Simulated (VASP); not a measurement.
Runs of VASP 6.6.1 on Hg. The structure is that of space group P6_3/mmc (No. 194), or close to it. The cells are those of the table. 

```csv
cell,gap on the mesh (eV),pressure (GPa)
"a = 2.996, b = 2.996, c = 5.601 Å, angles 90.0, 90.0, 120.0°, 2 atoms",none,-0.1
"a = 3.193, b = 3.194, c = 4.691 Å, angles 90.0, 90.0, 120.0°, 2 atoms",none,3.5
"a = 3.233, b = 3.233, c = 4.509 Å, angles 90.0, 90.0, 120.0°, 2 atoms",none,5.3
"a = 2.996, b = 2.996, c = 5.419 Å, angles 90.0, 90.0, 120.0°, 2 atoms",none,(b)
"a = 3.312, b = 3.312, c = 4.509 Å, angles 90.0, 90.0, 120.0°, 2 atoms",none,(a)
```

Alike in all rows: task single point; level PBEsol+D3(BJ); potentials or basis VASP PAW PBE potentials, release 64 (Hg_sv_GW); no spin polarisation; k mesh 18 × 18 × 10; cutoff (eV) 550; smearing gaussian 0.15 eV.

Fill in the values left out.

(a) 1.9; (b) 1.7.

Caveats: the PAW data sets were made with another functional, which shifts forces and pressure a little; spin-orbit coupling is left out, which moves the levels of the heavy elements; the cell stands under pressure (at least some runs).

A k mesh can miss the band edges, and the runs leave out spin-orbit coupling on Hg.

A gap of «none» marks levels without a gap at the run's occupations.
